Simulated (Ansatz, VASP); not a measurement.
**Two plane-wave programs on Pt**

```
Pt
1.0
     0.00000    2.17928    1.60025
     2.17928    0.00000    1.60025
     2.17928    2.17928    0.00000
Pt
1
Direct
  0.00000 0.00000 0.00000
```

Alike in both runs: task single point; functional LDA; k mesh 22 × 22 × 22; occupations gaussian, width 0.15 eV; no spin polarisation.

```csv
,VASP,Ansatz
version,VASP 6.6.1,Ansatz 0.2.0
potentials or method,"VASP PAW LDA potentials, release 64 (Pt), cutoff 520 eV","scalar-relativistic, plane waves, PAW"
valence electrons in the cell,10,18
```

```tsv
	VASP	Ansatz	Ansatz less VASP
gap on the k mesh at the Fermi level (eV)	none	none	-
pressure (GPa)	-4.6	-5.3	-0.67
traceless stress, the component that is largest in VASP (GPa)	2.55	2.56	+0.011
```

LDA's correlation is that of Perdew and Zunger in VASP and of Perdew and Wang (1992) in Ansatz. A gap of «none» marks a metal or a gap that the smearing closes. VASP's potentials hold 10 valence electrons a cell and Ansatz's 18, so a difference there can come from the potentials and not from the codes.

Neither program's run includes spin-orbit coupling.
